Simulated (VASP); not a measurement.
# Rb3H2 (R-3c) in VASP: a series of runs

Runs on Rb3H2. Level: PBE. Tasks: single point.

Program: VASP 6.6.1. These are calculated values, not measurements. Logs are shortened: lines on timing, memory, paths and dates and some standing lists are left out, and cuts for length are marked.

## 1. The cell of the first run

Symmetry: R-3c, No. 167, trigonal system. The conventional cell has a = 7.044 Å, b = 7.044 Å, c = 19.231 Å, α = 90.00°, β = 90.00°, γ = 120.00°. Rb (site symmetry 2) has 4 H at 2.74 to 2.92 Å and 12 Rb at 3.74 to 4.24 Å within 4.3 Å. H (site symmetry 3) has 6 Rb at 2.74 to 2.92 Å within 3.6 Å.

## 2. Single point, PBE

INCAR reads:

```
SYSTEM = Rb3H2
PREC = Accurate
ENCUT = 520
EDIFF = 1E-6
ISMEAR = 0
SIGMA = 0.1
LREAL = .False.
LASPH = .True.
NELM = 100
ALGO = Normal
ISIF = 2
LWAVE = .False.
LCHARG = .True.
GGA = PE
LELF = .True.
LVHAR = .True.
NBANDS = 40
```

KPOINTS reads:

```
Automatic mesh
0
Gamma
  3 3 3
  0 0 0
```

POSCAR reads:

```
Rb3H2
1.0
    3.5217858102      2.0333039855      6.4101790433
   -3.5217858102      2.0333039855      6.4101790433
    0.0000000000     -4.0666079712      6.4101790433
Rb H
6 4
Direct
    0.0562500000      0.4437500000      0.7500000000
    0.7500000000      0.0562500000      0.4437500000
    0.4437500000      0.7500000000      0.0562500000
    0.9437500000      0.5562500000      0.2500000000
    0.2500000000      0.9437500000      0.5562500000
    0.5562500000      0.2500000000      0.9437500000
    0.8521800000      0.8521800000      0.8521800000
    0.6478200000      0.6478200000      0.6478200000
    0.1478200000      0.1478200000      0.1478200000
    0.3521800000      0.3521800000      0.3521800000
```

Potentials or basis: VASP PAW PBE potentials, release 64 (Rb_sv, H).

Launch:

```
$ cat potpaw_PBE.64/Rb_sv/POTCAR potpaw_PBE.64/H/POTCAR > POTCAR
$ mpirun -np 1 vasp_std > vasp.out
```

OUTCAR:

```text
SYSTEM = Rb3H2
   PREC = Accurate
   ENCUT = 520
   EDIFF = 1E-6
   ISMEAR = 0
   LREAL = .False.
   LASPH = .True.
   NELM = 100
   ISIF = 2
   GGA = PE

 ion  position               nearest neighbor table
   1  0.056  0.444  0.750-   9 2.74  10 2.74   7 2.92   8 2.92   2 3.74   3 3.74   4 3.88   4 3.88
                             5 4.03   6 4.03   6 4.03   5 4.03   3 4.24   2 4.24   3 4.24   2 4.24
   2  0.750  0.056  0.444-  10 2.74   9 2.74   8 2.92   7 2.92   1 3.74   3 3.74   5 3.88   5 3.88
                             4 4.03   4 4.03   6 4.03   6 4.03   1 4.24   3 4.24   3 4.24   1 4.24
   3  0.444  0.750  0.056-   9 2.74  10 2.74   7 2.92   8 2.92   1 3.74   2 3.74   6 3.88   6 3.88
                             4 4.03   4 4.03   5 4.03   5 4.03   1 4.24   2 4.24   2 4.24   1 4.24
   4  0.944  0.556  0.250-   7 2.74   8 2.74   9 2.92  10 2.92   6 3.74   5 3.74   1 3.88   1 3.88
                             2 4.03   3 4.03   2 4.03   3 4.03   6 4.24   5 4.24   6 4.24   5 4.24
   5  0.250  0.944  0.556-   8 2.74   7 2.74  10 2.92   9 2.92   4 3.74   6 3.74   2 3.88   2 3.88
                             1 4.03   1 4.03   3 4.03   3 4.03   4 4.24   6 4.24   6 4.24   4 4.24
   6  0.556  0.250  0.944-   7 2.74   8 2.74   9 2.92  10 2.92   4 3.74   5 3.74   3 3.88   3 3.88
                             1 4.03   1 4.03   2 4.03   2 4.03   4 4.24   5 4.24   5 4.24   4 4.24
   7  0.852  0.852  0.852-   6 2.74   5 2.74   4 2.74   3 2.92   1 2.92   2 2.92
   8  0.648  0.648  0.648-   5 2.74   6 2.74   4 2.74   2 2.92   1 2.92   3 2.92
   9  0.148  0.148  0.148-   3 2.74   2 2.74   1 2.74   6 2.92   4 2.92   5 2.92
  10  0.352  0.352  0.352-   2 2.74   3 2.74   1 2.74   5 2.92   4 2.92   6 2.92

  LATTYP: Found a trigonal (rhomboedric) cell.
 ALAT       =     7.5912907834
 COS(alpha) =     0.5695481095

  Lattice vectors:

 A1 = (   3.5217858102,   2.0333039855,   6.4101790433)
 A2 = (  -3.5217858102,   2.0333039855,   6.4101790433)
 A3 = (   0.0000000000,  -4.0666079712,   6.4101790433)

Analysis of symmetry for initial positions (statically):
=====================================================================
 Subroutine PRICEL returns:
 Original cell was already a primitive cell.

 Routine SETGRP: Setting up the symmetry group for a
 trigonal (rhombohedral) supercell.

 Subroutine GETGRP returns: Found 12 space group operations
 (whereof  6 operations were pure point group operations)
 out of a pool of 12 trial point group operations.

The static configuration has the point symmetry S_6 .
 The point group associated with its full space group is D_3d.

Analysis of symmetry for dynamics (positions and initial velocities):
=====================================================================
 Subroutine PRICEL returns:
 Original cell was already a primitive cell.

 Routine SETGRP: Setting up the symmetry group for a
[... 119 lines left out ...]
   ISMEAR =     0;   SIGMA  =   0.10  broadening in eV -4-tet -1-fermi 0-gaus
   EFERMI_NEDOS =   21; number of points for ismear=-14 and -15
   IALGO  =     38    algorithm
   IMIX   =      4    mixing-type and parameters
     AMIX     =   0.40;   BMIX     =  1.00
     AMIX_MAG =   1.60;   BMIX_MAG =  1.00
  volume/ion in A,a.u.               =      27.54       185.86
  Fermi-wavevector in a.u.,A,eV,Ry     =   0.973992  1.840578 12.907302  0.948660
  Thomas-Fermi vector in A             =   2.104416
   LORBIT       =      0    0 simple, 1 ext, 2 COOP (PROOUT), +10 PAW based schemes
   GGA     = PE    functional components
   LHFCALC =     F    Hartree Fock is set to
   AEXX    =    0.0000 exact exchange contribution
   IVDW    =     0    specifies the selected vdW correction
   LEPSILON=     F    determine dielectric tensor
   LRPA    =     F    only Hartree local field effects (RPA)
 non-spin polarized calculation
 Gauss-broadening in eV      SIGMA  =   0.10
  energy-cutoff  :      520.00
  volume of cell :      275.41
 maximum number of plane-waves:      7419
   NGX = 29   NGY = 29   NGZ = 29

 number of electron      58.0000000 magnetization

 Free energy of the ion-electron system (eV)
  ---------------------------------------------------
  ext. energy  EPLUGINS =         0.00000000
  ---------------------------------------------------
  free energy    TOTEN  =       -17.90022901 eV

  energy without entropy =      -17.86512477  energy(sigma->0) =      -17.88267689

 E-fermi :   2.2492     XC(G=0):  -7.5974

 val. band max:        2.1661782000   @ k =   0.3333   0.0000  -0.0000
 cond. band min:       2.2769860640   @ k =   0.3333   0.3333   0.3333
 fundamental gap:      0.1108078640
 Fermi energy:         2.2491613758

 k-point     1 :       0.0000    0.0000    0.0000
  band No.  band energies     occupation
      1     -26.6269      2.00000
      2     -26.5358      2.00000
      3     -26.5223      2.00000
      4     -26.5223      2.00000
      5     -26.5086      2.00000
      6     -26.5086      2.00000
[... 247 lines left out ...]
     39       5.3536      0.00000
     40       5.3863      0.00000

------------------------ aborting loop because EDIFF is reached ----------------------------------------

  FORCE on cell =-STRESS in cart. coord.  units (eV):
  Direction    XX          YY          ZZ          XY          YZ          ZX
  --------------------------------------------------------------------------------------
  -------------------------------------------------------------------------------------
  Total        5.5842490      5.5842490      7.1053784      0.0000000     -0.0000000      0.0000000
  in kB       32.4854357     32.4854357     41.3343517      0.0000000     -0.0000000      0.0000000
  external PRESSURE =      35.4350744 kB  Pullay stress =       0.0000000 kB

 VOLUME and BASIS-vectors are now :
 -----------------------------------------------------------------------------
  energy-cutoff  :      520.00
  volume of cell :      275.41
      direct lattice vectors                 reciprocal lattice vectors
     3.521785810  2.033303985  6.410179043     0.141973427  0.081968396  0.052000628
    -3.521785810  2.033303985  6.410179043    -0.141973427  0.081968396  0.052000628
     0.000000000 -4.066607971  6.410179043     0.000000000 -0.163936792  0.052000628

 POSITION                                       TOTAL-FORCE (eV/Angst)
 -----------------------------------------------------------------------------------
     -1.36469     -2.03330      8.01272         0.081083      0.000000     -0.000000
      2.44324     -0.16521      8.01272        -0.040542      0.070220      0.000000
     -1.07855      2.19851      8.01272        -0.040542     -0.070220      0.000000
      1.36469      2.03330     11.21781        -0.081083      0.000000     -0.000000
     -2.44324      0.16521     11.21781         0.040542     -0.070220      0.000000
      1.07855     -2.19851     11.21781         0.040542      0.070220      0.000000
      0.00000     -0.00000     16.38788        -0.000000      0.000000     -0.347876
      0.00000     -0.00000     12.45793        -0.000000     -0.000000      0.347876
      0.00000     -0.00000      2.84266        -0.000000     -0.000000      0.347876
      0.00000     -0.00000      6.77261        -0.000000      0.000000     -0.347876
 -----------------------------------------------------------------------------------
    total drift:                                0.000000     -0.000000      0.000000

  FREE ENERGIE OF THE ION-ELECTRON SYSTEM (eV)
  ---------------------------------------------------
  free  energy   TOTEN  =       -17.9002290126 eV

  energy  without entropy=      -17.8651247672  energy(sigma->0) =      -17.88267689
```

It took 56 s on 1 thread of Intel Xeon 6975P-C (Granite Rapids), shared host; peak memory 0.41 GiB.

What came out:

```yaml
Free_energy: -17.9002 eV
Pressure: 3.5 GPa
Largest_force: 0.348 eV/Å
Band_gap_on_the_k_mesh: zero (bands 29 and 30 overlap by 0.18 eV)
```

Forces in eV/Å, atoms in the order of the input:
```
Rb   0.081  0.000  0.000
Rb  -0.041  0.070  0.000
Rb  -0.041 -0.070  0.000
Rb  -0.081  0.000  0.000
Rb   0.041 -0.070  0.000
Rb   0.041  0.070  0.000
H    0.000  0.000 -0.348
H    0.000  0.000  0.348
H    0.000  0.000  0.348
H    0.000  0.000 -0.348
```

Stress tensor (GPa, compression positive):
```
3.25 0.00 0.00
0.00 3.25 0.00
0.00 0.00 4.13
```

Caveat: the k points lie up to 0.36 Å⁻¹ apart.

## 3. Single point, PBE

This run uses another cell than the first one, of 36.87 Å³/atom.

INCAR reads:

```
PREC = Accurate
ENCUT = 520
EDIFF = 1E-6
ISMEAR = 0
SIGMA = 0.1
LREAL = False
LASPH = True
NELM = 100
ALGO = Normal
ISIF = 2
LWAVE = False
LCHARG = False
GGA = PE
NBANDS = 40
```

KPOINTS reads:

```
Automatic mesh
0
Gamma
  6 6 6
```

POSCAR reads:

```
Rb3H2
1.0
    3.7913186620      2.1889188500      7.4051973929
   -3.7913186620      2.1889188500      7.4051973929
    0.0000000000     -4.3778377002      7.4051973928
Rb H
6 4
Direct
    0.0663374650      0.4336625350      0.7500000000
    0.7500000000      0.0663374650      0.4336625350
    0.4336625350      0.7500000000      0.0663374650
    0.9336625350      0.5663374650      0.2500000000
    0.2500000000      0.9336625350      0.5663374650
    0.5663374650      0.2500000000      0.9336625350
    0.8330363904      0.8330363904      0.8330363904
    0.6669636096      0.6669636096      0.6669636096
    0.1669636096      0.1669636096      0.1669636096
    0.3330363904      0.3330363904      0.3330363904
```

Potentials or basis: VASP PAW PBE potentials, release 64 (Rb_sv, H).

Launch:

```
$ cat potpaw_PBE.64/Rb_sv/POTCAR potpaw_PBE.64/H/POTCAR > POTCAR
$ mpirun -np 1 vasp_std > vasp.out
```

Wall time 5.9 min (1 thread of Intel Xeon 6975P-C (Granite Rapids), shared host); peak memory 0.78 GiB.

It converged, with:

```yaml
Free_energy: -19.0617 eV
Pressure: 0.0 GPa
Band_gap_on_the_k_mesh: zero (bands 29 and 30 overlap by 0.21 eV)
```

Forces in eV/Å, atoms in the order of the input:
```
Rb  -0.002  0.000  0.000
Rb   0.001 -0.002  0.000
Rb   0.001  0.002  0.000
Rb   0.002  0.000  0.000
Rb  -0.001  0.002  0.000
Rb  -0.001 -0.002  0.000
H    0.000  0.000 -0.001
H    0.000  0.000  0.001
H    0.000  0.000  0.001
H    0.000  0.000 -0.001
```

Levels at points of the mesh, in eV from the Fermi level:
| k point | band 26 | band 27 | band 28 | band 29 | band 30 | band 31 | band 32 | band 33 |
| --- | --- | --- | --- | --- | --- | --- | --- | --- |
| (0.00, 0.00, 0.00) | -2.50 | -2.45 | -2.38 | 0.10 | 0.33 | 1.04 | 1.58 | 1.58 |
| (0.50, 0.00, 0.00) | -3.01 | -2.53 | -2.53 | -0.02 | -0.02 | 1.34 | 1.34 | 1.49 |
| (0.50, 0.50, 0.00) | -2.69 | -2.65 | -2.62 | -0.24 | 0.20 | 0.46 | 1.42 | 1.75 |
| (0.50, 0.50, 0.50) | -3.11 | -2.47 | -2.47 | 0.09 | 0.09 | 1.46 | 1.46 | 1.46 |

## 4. Single point, PBE

This run uses another cell than the first one, of 36.87 Å³/atom.

INCAR reads:

```
SYSTEM = Rb3H2
ALGO = Normal
EDIFF = 1E-6
ENCUT = 520
GGA = PE
ISIF = 2
ISMEAR = 0
LASPH = .True.
LCHARG = .False.
LREAL = .False.
LWAVE = .False.
NBANDS = 40
NELM = 60
PREC = Accurate
SIGMA = 0.1
```

KPOINTS reads:

```
k-points
0
Gamma
  6 6 6
  0 0 0
```

POSCAR is that of step 3.

Launch:

```
$ cat potpaw_PBE.64/Rb_sv/POTCAR potpaw_PBE.64/H/POTCAR > POTCAR
$ mpirun -np 1 vasp_std > vasp.out
```

Wall time 6.3 min (1 thread of Intel Xeon 6975P-C (Granite Rapids), shared host); peak memory 0.78 GiB.

The run converged. Its results:

```yaml
Free_energy: -19.0617 eV
Pressure: 0.0 GPa
Band_gap_on_the_k_mesh: zero (bands 29 and 30 overlap by 0.21 eV)
```

Forces on the atoms (eV/Å):
```
Rb  -0.002  0.000  0.000
Rb   0.001 -0.002  0.000
Rb   0.001  0.002  0.000
Rb   0.002  0.000  0.000
Rb  -0.001  0.002  0.000
Rb  -0.001 -0.002  0.000
H    0.000  0.000 -0.001
H    0.000  0.000  0.001
H    0.000  0.000  0.001
H    0.000  0.000 -0.001
```

Levels at points of the mesh, in eV from the Fermi level:
| k point | band 26 | band 27 | band 28 | band 29 | band 30 | band 31 | band 32 | band 33 |
| --- | --- | --- | --- | --- | --- | --- | --- | --- |
| (0.00, 0.00, 0.00) | -2.50 | -2.45 | -2.38 | 0.10 | 0.33 | 1.04 | 1.58 | 1.58 |
| (0.50, 0.00, 0.00) | -3.01 | -2.53 | -2.53 | -0.02 | -0.02 | 1.34 | 1.34 | 1.49 |
| (0.50, 0.50, 0.00) | -2.69 | -2.65 | -2.62 | -0.24 | 0.20 | 0.46 | 1.42 | 1.75 |
| (0.50, 0.50, 0.50) | -3.11 | -2.47 | -2.47 | 0.09 | 0.09 | 1.46 | 1.46 | 1.46 |

The gap in the log of VASP goes by the Fermi energy; the results here count the filled bands.